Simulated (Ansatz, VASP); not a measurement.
**Two plane-wave programs on GaSb**

```xyz
2
Lattice="0.0000 3.0659 3.0659 3.0659 0.0000 3.0659 3.0659 3.0659 0.0000" Properties=species:S:1:pos:R:3 pbc="T T T"
Ga    0.0000    0.0000    0.0000
Sb    1.5329    1.5329    1.5329
```

Alike in both runs: task single point; functional PBE; k mesh 8 × 8 × 8; occupations fermi-dirac, width 0.02 eV; no spin polarisation.

|  | VASP | Ansatz |
| --- | --- | --- |
| version | VASP 6.6.1 | Ansatz 0.2.0 |
| potentials or method | VASP PAW PBE potentials, release 64 (Ga_d, Sb) | plane waves, PAW |
| plane-wave cutoff (eV) | 520 | 420 |
| valence electrons in the cell | 18 | 28 |

|  | VASP | Ansatz | Ansatz less VASP |
| --- | --- | --- | --- |
| pressure (GPa) | 2.0 | 2.0 | -0.07 |

VASP's potentials hold 18 valence electrons a cell and Ansatz's 28, so a difference there can come from the potentials and not from the codes.

Neither program's run includes spin-orbit coupling.
